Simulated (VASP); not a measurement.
Wanted: the native input for a VASP 6.6.1 run.

```yaml
Task: single point
Functional: PBE
Potentials_or_basis: VASP PAW PBE potentials, release 64 (Mg, Sn_d, N)
Cutoff: 520 eV
k_mesh: 6 × 6 × 6
Occupations: gaussian, width 0.1 eV
Spin: no spin polarisation
Dipole_correction: no
Further_INCAR_settings: ALGO = Fast; EDIFF = 1e-06; NBANDS = 24
```

The structure of Mg3SnN2 lies in POSCAR:

```
Mg3SnN2
1.0
    5.7487530500      0.0000000000      0.0000000000
   -2.8743765200      4.9785661800      0.0000000000
    0.0000000000      0.0000000000      3.2931495000
Mg Sn N
3 1 2
Direct
    0.5000000000      0.0000000000      0.5000000000
    0.5000000000      0.5000000000      0.5000000000
    0.0000000000      0.5000000000      0.5000000000
    0.0000000000      0.0000000000      0.0000000000
    0.3333333300      0.6666666700      0.0000000000
    0.6666666700      0.3333333300      0.0000000000
```

The cell was generated, and may not be a known phase.

One way to write it, as run:

INCAR

```
SYSTEM = Mg3SnN2
PREC = Accurate ; ENCUT = 520
EDIFF = 1E-6 ; ISMEAR = 0
SIGMA = 0.1 ; LREAL = .FALSE.
LASPH = .TRUE. ; NELM = 100
ALGO = Fast ; ISIF = 2
LWAVE = .FALSE. ; LCHARG = .FALSE.
GGA = PE ; NBANDS = 24
```

KPOINTS

```
Automatic mesh
0
G
  6 6 6
  0 0 0
```

Potentials or basis: VASP PAW PBE potentials, release 64 (Mg, Sn_d, N).

The run is started by

```sh
$ cat potpaw_PBE.64/Mg/POTCAR potpaw_PBE.64/Sn_d/POTCAR potpaw_PBE.64/N/POTCAR > POTCAR
$ mpirun -np 1 vasp_std > vasp.out
```

It gave:

```
Pressure               : -8.0 GPa
Band gap on the k mesh : zero (bands 15 and 16 overlap by 0.73 eV)
```

Caveat: the stress differs along the axes, from -23 to -0 GPa; spin-orbit coupling is left out, which moves the levels of the heavy elements.

Wall time 75 s on 1 thread of Oxide Virtual Turin-like Processor (shared host), peak memory 0.23 GiB.
